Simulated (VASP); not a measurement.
# Si62C (a cell with a defect) in VASP: single point with PBE+D3(BJ)

Aim: the single point of Si62C (a cell with a defect) with PBE+D3(BJ).

All numbers are computed with VASP 6.6.1; they aren't measurements. Logs are shortened: lines on timing, memory, paths and dates and some standing lists are left out, and cuts for length are marked.

## (1) The cell of the first run

The cell holds a defect, 63 atoms: a = 10.860 Å, b = 10.860 Å, c = 10.860 Å, α = 90.00°, β = 90.00°, γ = 90.00°.

## (2) Single point, PBE+D3(BJ), collinear spin

Input file INCAR:

```
PREC = Accurate
ENCUT = 520
EDIFF = 1E-6
ISMEAR = -1
SIGMA = 0.05
LREAL = Auto
LASPH = T
NELM = 150
ALGO = Normal
ISIF = 2
LWAVE = F
LCHARG = T
ISPIN = 2
MAGMOM = 0 0 0 0 0 0 0 0 0 0 0 0 0 0 0 0 0 0 0 0 0 0 0 0 0 0 0 0 0 0 0 0 0 0 0 0 0 0 0 0 0 0 0 0 0 0 0.13 0 0 0 0 0 0 0 0 0 0 0 0 0 0 0 0
LORBIT = 11
GGA = PE
IVDW = 12
LELF = T
LVHAR = T
NBANDS = 167
NELECT = 253.0
```

Input file KPOINTS:

```
regular mesh
0
Gamma
  1 1 1
```

Input file POSCAR:

```
Si62C
1.0
   10.8600000000      0.0000000000      0.0000000000
    0.0000000000     10.8600000000      0.0000000000
    0.0000000000      0.0000000000     10.8600000000
Si C
62 1
Direct
    0.4972322284     -0.0016656538     -0.0011091160
    0.6243110497      0.1321298343      0.1166991713
    0.7472769797      0.2616579190     -0.0111179558
    0.8734409761      0.3739930939      0.1286181400
    0.7459789134      0.0049433702      0.2446413444
    0.8727508287      0.1212667587      0.3771717311
   -0.0004259669     -0.0016119705      0.0024285451
    0.1247337937      0.1251229282      0.1249750460
    0.2506615101      0.2502166667     -0.0003386740
    0.3780943831      0.3761040516      0.1220028545
    0.5027909761      0.5014318600     -0.0064317680
    0.6244114180      0.6255546961      0.1239658379
    0.7507936464      0.7492313076     -0.0016059853
    0.8730134438      0.8733676796      0.1273164825
    0.2476322284     -0.0008585635      0.2513333333
    0.3753258748      0.1229922652      0.3754273481
    0.4989904236      0.2515298343      0.2511459484
    0.6232629834      0.3793047882      0.3797660221
    0.7478796501      0.5037302026      0.2548488950
    0.8499898711      0.6300335175      0.4047532228
    0.5043500000     -0.0031664825      0.4973528545
    0.6251663904      0.1249124309      0.6243692449
    0.7506685083      0.2512896869      0.5009169429
    0.8775811234      0.3757103131      0.6266176796
    0.7496457643     -0.0034795580      0.7486963168
    0.8750998158      0.1240111418      0.8761592081
    0.0004451197      0.4965204420      0.0041888582
    0.1213825967      0.6258414365      0.1296501842
    0.2498467772      0.7507842541      0.0002249540
    0.3747820442      0.8733081031      0.1277204420
   -0.0009974217      0.2472837937      0.2524116943
    0.1261705341      0.3762545120      0.3708076427
    0.2542001842      0.5022161142      0.2489101289
    0.3788804788      0.6263721915      0.3783593002
    0.5040953959      0.7515966851      0.2530830571
    0.6330834254      0.8754666667      0.3732021179
   -0.0168155617     -0.0168410681      0.5051473297
    0.1181861878      0.1166832413      0.6227520258
    0.2450642726      0.2463632597      0.4984040516
    0.3733285451      0.3742895028      0.6216397790
    0.5020042357      0.5070283610      0.5085023020
    0.8485227440      0.8379462247      0.6275491713
    0.2550610497      0.0010465009      0.7476397790
    0.3783783610      0.1281680479      0.8734789134
    0.5035062615      0.2557366483      0.7482325967
    0.6331436464      0.3979491713      0.8523521179
    0.7601714549      0.5410410681      0.7134604972
    0.8796690608      0.6231861878      0.8765135359
   -0.0128990792      0.7458639042      0.2618209024
    0.1191880295      0.8740351750      0.3759515654
   -0.0016343462      0.4993843462      0.4994992634
    0.1235121547      0.6252202578      0.6249499079
    0.2484163904      0.7505377532      0.4989557090
    0.3801882136      0.8707709024      0.6221996317
    0.0011555249      0.2475061694      0.7520523941
    0.1268667587      0.3756681400      0.8749263352
    0.2511339779      0.5010975138      0.7486229282
    0.3795883978      0.6284978821      0.8685066298
    0.5142167587      0.7400991713      0.7325668508
    0.6240611418      0.8708383978      0.8702214549
    0.0020341621      0.7509162983      0.7544316759
    0.1289260589      0.8797433702      0.8749946593
    0.7333816759      0.6708160221      0.5983465930
```

Potentials or basis: VASP PAW PBE potentials, release 64 (Si, C).

The run is started by

```console
cat potpaw_PBE.64/Si/POTCAR potpaw_PBE.64/C/POTCAR > POTCAR
mpirun -np 1 vasp_gam > vasp.out
```

OUTCAR:

```text
PREC = Accurate
   ENCUT = 520
   EDIFF = 1E-6
   ISMEAR = -1
   LREAL = Auto
   LASPH = T
   NELM = 150
   ISIF = 2
   ISPIN = 2
   LORBIT = 11
   GGA = PE
   IVDW = 12
   NELECT = 253.0
 IVDW          = 12

 ion  position               nearest neighbor table
   1  0.497  0.998  0.999-  44 2.35  30 2.36   2 2.38  60 2.40
   2  0.624  0.132  0.117-   5 2.36   1 2.38  17 2.38   3 2.39
   3  0.747  0.262  0.989-  26 2.38   4 2.38   2 2.39  46 2.43
   4  0.873  0.374  0.129-  27 2.34  31 2.36   3 2.38  19 2.39
   5  0.746  0.005  0.245-  36 2.33   6 2.36  14 2.36   2 2.36
   6  0.873  0.121  0.377-  23 2.36   5 2.36  31 2.36  37 2.37
[... 50 lines left out ...]
  57  0.251  0.501  0.749-  52 2.35  58 2.36  56 2.36  40 2.36
  58  0.380  0.628  0.869-  11 2.35  57 2.36  59 2.41  29 2.41
  59  0.514  0.740  0.733-  54 2.36  60 2.38  58 2.41
  60  0.624  0.871  0.870-  25 2.34  13 2.36  59 2.38   1 2.40
  61  0.002  0.751  0.754-  48 2.33  62 2.36  42 2.36  52 2.36
  62  0.129  0.880  0.875-  43 2.35  29 2.35   7 2.36  61 2.36
  63  0.733  0.671  0.598-  47 1.91  42 2.23  20 2.49

  LATTYP: Found a simple cubic cell.
 ALAT       =    10.8600000000

  Lattice vectors:

 A1 = (  10.8600000000,   0.0000000000,   0.0000000000)
 A2 = (   0.0000000000,  10.8600000000,   0.0000000000)
 A3 = (   0.0000000000,   0.0000000000,  10.8600000000)

Analysis of symmetry for initial positions (statically):
=====================================================================
 Subroutine PRICEL returns:
 Original cell was already a primitive cell.

 Routine SETGRP: Setting up the symmetry group for a
 simple cubic supercell.

 Subroutine GETGRP returns: Found  1 space group operations
 (whereof  1 operations were pure point group operations)
 out of a pool of 48 trial point group operations.

The static configuration has the point symmetry C_1 .

Analysis of symmetry for dynamics (positions and initial velocities):
=====================================================================
 Subroutine PRICEL returns:
 Original cell was already a primitive cell.

 Routine SETGRP: Setting up the symmetry group for a
 simple cubic supercell.

 Subroutine GETGRP returns: Found  1 space group operations
 (whereof  1 operations were pure point group operations)
 out of a pool of 48 trial point group operations.

The dynamic configuration has the point symmetry C_1 .

Analysis of structural, dynamic, and magnetic symmetry:
=====================================================================
 Subroutine PRICEL returns:
 Original cell was already a primitive cell.

 Routine SETGRP: Setting up the symmetry group for a
 simple cubic supercell.

 Subroutine GETGRP returns: Found  1 space group operations
 (whereof  1 operations were pure point group operations)
 out of a pool of 48 trial point group operations.

The overall configuration has the point symmetry C_1 .

 Subroutine INISYM returns: Found  1 space group operations
 (whereof  1 operations are pure point group operations),
 and found     1 'primitive' translations

----------------------------------------------------------------------------------------

                                     Primitive cell

  volume of cell :    1280.8241

  direct lattice vectors                    reciprocal lattice vectors
    10.860000000  0.000000000  0.000000000     0.092081031  0.000000000  0.000000000
     0.000000000 10.860000000  0.000000000     0.000000000  0.092081031  0.000000000
     0.000000000  0.000000000 10.860000000     0.000000000  0.000000000  0.092081031

  length of vectors
    10.860000000 10.860000000 10.860000000     0.092081031  0.092081031  0.092081031

  position of ions in fractional coordinates (direct lattice)
[... 170 lines left out ...]
   ICHARG =      2    charge: 1-file 2-atom 10-const
   ISPIN  =      2    spin polarized calculation?
   LNONCOLLINEAR =      F non collinear calculations
   LSORBIT =      F    spin-orbit coupling
   LASPH  =      T    aspherical Exc in radial PAW
   ENCUT  =  520.0 eV  38.22 Ry    6.18 a.u.  20.19 20.19 20.19*2*pi/ulx,y,z
   NELM   =    150;   NELMIN=  2; NELMDL= -5     # of ELM steps
   EDIFF  = 0.1E-05   stopping-criterion for ELM
   LREAL  =      T    real-space projection
   EDIFFG = 0.1E-04   stopping-criterion for IOM
   NSW    =      0    number of steps for IOM
   IBRION =     -1    ionic relax: 0-MD 1-quasi-New 2-CG
   NFREE  =      0    steps in history (QN), initial steepest desc. (CG)
   ISIF   =      2    stress and relaxation
   ISYM   =      2    0-nonsym 1-usesym 2-fastsym
   POTIM  = 0.5000    time-step for ionic-motion
   TEBEG  =    0.0;   TEEND  =   0.0 temperature during run
   PSTRESS=    0.0 pullay stress
   NELECT =     253.0000    total number of electrons
   NUPDOWN=      -1.0000    fix difference up-down
   EMIN   =  10.00;   EMAX   =-10.00  energy-range for DOS
   EFERMI =   0.00;   METHOD = LEGACY
   ISMEAR =    -1;   SIGMA  =   0.05  broadening in eV -4-tet -1-fermi 0-gaus
   EFERMI_NEDOS =   21; number of points for ismear=-14 and -15
   IALGO  =     38    algorithm
   IMIX   =      4    mixing-type and parameters
     AMIX     =   0.40;   BMIX     =  1.00
     AMIX_MAG =   1.60;   BMIX_MAG =  1.00
  volume/ion in A,a.u.               =      20.33       137.20
  Fermi-wavevector in a.u.,A,eV,Ry     =   0.953422  1.801706 12.367880  0.909014
  Thomas-Fermi vector in A             =   2.082076
   LORBIT       =     11    0 simple, 1 ext, 2 COOP (PROOUT), +10 PAW based schemes
   GGA     = PE    functional components
   LHFCALC =     F    Hartree Fock is set to
   AEXX    =    0.0000 exact exchange contribution
   IVDW    =    12    specifies the selected vdW correction
   LEPSILON=     F    determine dielectric tensor
   LRPA    =     F    only Hartree local field effects (RPA)
 spin polarized calculation
  energy-cutoff  :      520.00
  volume of cell :     1280.82
 maximum number of plane-waves:     17229
 NGX is ok and might be reduce to    84
   NGX = 41   NGY = 41   NGZ = 41

 number of electron     252.9999997 magnetization       0.0034026

 Free energy of the ion-electron system (eV)
  ---------------------------------------------------
  ext. energy  EPLUGINS =         0.00000000
  ---------------------------------------------------
  free energy    TOTEN  =      -326.08245860 eV

  energy without entropy =     -325.98421814  energy(sigma->0) =     -326.03333837

 E-fermi :   5.8837     XC(G=0):  -9.3462

 val. band max:        5.8812766730   @ k =   0.0000   0.0000   0.0000
 cond. band min:       6.0709063346   @ k =   0.0000   0.0000   0.0000
 fundamental gap:      0.1896296615
 Fermi energy:         5.8836785182

 spin component 1

 k-point     1 :       0.0000    0.0000    0.0000
  band No.  band energies     occupation
      1      -6.2980      1.00000
      2      -5.5881      1.00000
      3      -5.2145      1.00000
      4      -5.1909      1.00000
      5      -5.1764      1.00000
      6      -5.1615      1.00000
[... 130 lines left out ...]
    137       6.8153      0.00000
    138       6.8527      0.00000
 Fermi energy:         5.8836785182

 spin component 2

 k-point     1 :       0.0000    0.0000    0.0000
  band No.  band energies     occupation
      1      -6.2980      1.00000
      2      -5.5879      1.00000
      3      -5.2145      1.00000
      4      -5.1908      1.00000
      5      -5.1764      1.00000
      6      -5.1615      1.00000
[... 130 lines left out ...]
    137       6.8153      0.00000
    138       6.8528      0.00000
 [bands above 138 left out]

------------------------ aborting loop because EDIFF is reached ----------------------------------------

 Edisp (eV)  -19.64903

 E6    (eV) :   -11.5281

 E8    (eV) :    -8.1210

  FORCE on cell =-STRESS in cart. coord.  units (eV):
  Direction    XX          YY          ZZ          XY          YZ          ZX
  --------------------------------------------------------------------------------------
  -------------------------------------------------------------------------------------
  Total      -5.03724    -9.31756    -7.76791    -1.25668    -3.73063     6.43624
  in kB      -6.30106   -11.65530    -9.71684    -1.57198    -4.66663     8.05107
  external pressure =       -9.22 kB  Pullay stress =        0.00 kB

 VOLUME and BASIS-vectors are now :
 -----------------------------------------------------------------------------
  energy-cutoff  :      520.00
  volume of cell :     1280.82
      direct lattice vectors                 reciprocal lattice vectors
    10.860000000  0.000000000  0.000000000     0.092081031  0.000000000  0.000000000
     0.000000000 10.860000000  0.000000000     0.000000000  0.092081031  0.000000000
     0.000000000  0.000000000 10.860000000     0.000000000  0.000000000  0.092081031

 POSITION                                       TOTAL-FORCE (eV/Angst)
 -----------------------------------------------------------------------------------
      5.39994     10.84191     10.84796        -0.000623     -0.033361     -0.015082
      6.78002      1.43493      1.26735        -0.024337      0.030595     -0.026256
      8.11543      2.84161     10.73926        -0.010492      0.040978     -0.049270
      9.48557      4.06156      1.39679        -0.031082      0.036897      0.014227
      8.10133      0.05369      2.65681         0.052149      0.030582     -0.032198
      9.47807      1.31696      4.09608        -0.023313     -0.005086     -0.006911
[... 55 lines left out ...]
      1.40014      9.55401      9.50244        -0.015574      0.021008     -0.059662
      7.96453      7.28506      6.49804         0.969955      1.145326     -0.371508
 -----------------------------------------------------------------------------------
    total drift:                                0.009439     -0.021889      0.025354

  FREE ENERGIE OF THE ION-ELECTRON SYSTEM (eV)
  ---------------------------------------------------
  free  energy   TOTEN  =      -345.7314902784 eV

  energy  without entropy=     -345.6332498177  energy(sigma->0) =     -345.68237005

 total charge

# of ion       s       p       d       tot
------------------------------------------
    1        0.747   0.937   0.000   1.684
    2        0.752   0.924   0.000   1.676
    3        0.750   0.916   0.000   1.666
    4        0.742   0.943   0.000   1.685
    5        0.742   0.953   0.000   1.695
    6        0.742   0.950   0.000   1.692
[... 55 lines left out ...]
   62        0.746   0.952   0.000   1.698
   63        0.934   1.247   0.000   2.182
--------------------------------------------------
tot         47.157  59.169   0.000 106.326

 magnetization (x)

# of ion       s       p       d       tot
------------------------------------------
    1        0.000   0.000   0.000   0.000
    2        0.000   0.000   0.000   0.000
    3        0.000   0.000   0.000   0.000
    4       -0.000  -0.000   0.000  -0.000
    5        0.000  -0.000   0.000   0.000
    6       -0.000   0.000   0.000   0.000
[... 55 lines left out ...]
   62       -0.000   0.000   0.000   0.000
   63        0.000   0.000   0.000   0.000
--------------------------------------------------
tot          0.000   0.001   0.000   0.001
```

Run time: 28 min. Hardware: 1 thread of Intel Xeon 8259CL, shared host; peak memory 1.5 GiB.

What came out:

* Free energy: -345.7315 eV
* Largest force: 1.546 eV/Å
* Net moment: 0.00 μB per cell
* Valence electrons inside the program's atomic spheres: Si 1.68, 1.67, 1.69, 1.70, 1.56, 1.66, 1.65, 1.64, 1.57, 1.62, 1.60 (each value once); C 2.18
* Dispersion energy per atom: -0.312 eV

Forces in eV/Å, atoms in the order of the input:
```
Si  -0.001 -0.033 -0.015
Si  -0.024  0.031 -0.026
Si  -0.010  0.041 -0.049
Si  -0.031  0.037  0.014
Si   0.052  0.031 -0.032
Si  -0.023 -0.005 -0.007
Si   0.029  0.019  0.002
Si   0.015  0.013  0.005
Si   0.026 -0.024  0.020
Si  -0.006  0.021 -0.007
Si   0.017 -0.007  0.012
Si  -0.020  0.006 -0.014
Si   0.018 -0.026  0.009
Si  -0.028  0.018 -0.014
Si   0.008 -0.012  0.003
Si  -0.015  0.009 -0.017
Si   0.007  0.002  0.015
Si  -0.024  0.001  0.034
Si  -0.031  0.056  0.045
Si  -0.178  0.099  0.197
Si   0.033  0.010 -0.005
Si  -0.005 -0.002  0.014
Si   0.009 -0.014  0.024
Si  -0.025  0.028 -0.050
Si   0.015 -0.117 -0.099
Si  -0.039 -0.036 -0.063
Si  -0.047  0.008  0.009
Si  -0.058 -0.012  0.017
Si   0.002  0.012 -0.003
Si  -0.013  0.008 -0.009
Si   0.012 -0.007 -0.001
Si  -0.021  0.054 -0.014
Si   0.020  0.013 -0.019
Si  -0.029 -0.006 -0.029
Si   0.014 -0.005 -0.012
Si   0.064 -0.023 -0.019
Si  -0.140 -0.151 -0.014
Si  -0.082 -0.055 -0.006
Si  -0.014 -0.029  0.003
Si  -0.029 -0.015  0.000
Si  -0.213 -0.050  0.078
Si  -0.397 -0.562  0.003
Si   0.032 -0.009 -0.005
Si  -0.003  0.010 -0.029
Si   0.003 -0.003 -0.008
Si  -0.103  0.090 -0.107
Si   0.396 -0.470  0.513
Si   0.033  0.039  0.025
Si  -0.053  0.034  0.050
Si  -0.004  0.009  0.015
Si   0.002  0.036  0.064
Si  -0.018  0.005  0.016
Si   0.003 -0.008 -0.003
Si   0.005 -0.005 -0.032
Si  -0.044  0.013 -0.004
Si  -0.031 -0.018  0.033
Si  -0.015 -0.027 -0.005
Si   0.001 -0.028 -0.033
Si  -0.009 -0.119 -0.029
Si   0.018 -0.012 -0.001
Si  -0.004 -0.030 -0.007
Si  -0.016  0.021 -0.060
C    0.970  1.145 -0.372
```

Levels at points of the mesh, in eV from the Fermi level:
Spin up:
```tsv
k point	band 124	band 125	band 126	band 127	band 128	band 129	band 130	band 131
(0.00, 0.00, 0.00)	-0.60	-0.49	-0.16	0.00	0.19	0.31	0.51	0.54
```
Spin down:
| k point | band 124 | band 125 | band 126 | band 127 | band 128 | band 129 | band 130 | band 131 |
| --- | --- | --- | --- | --- | --- | --- | --- | --- |
| (0.00, 0.00, 0.00) | -0.60 | -0.49 | -0.16 | 0.00 | 0.19 | 0.31 | 0.51 | 0.54 |

Caveat: the k points lie up to 0.58 Å⁻¹ apart; the cell carries a net charge on a neutralising background, which shifts energy and pressure; the cell is charged against a uniform background, so pressure and absolute levels hang on convention.
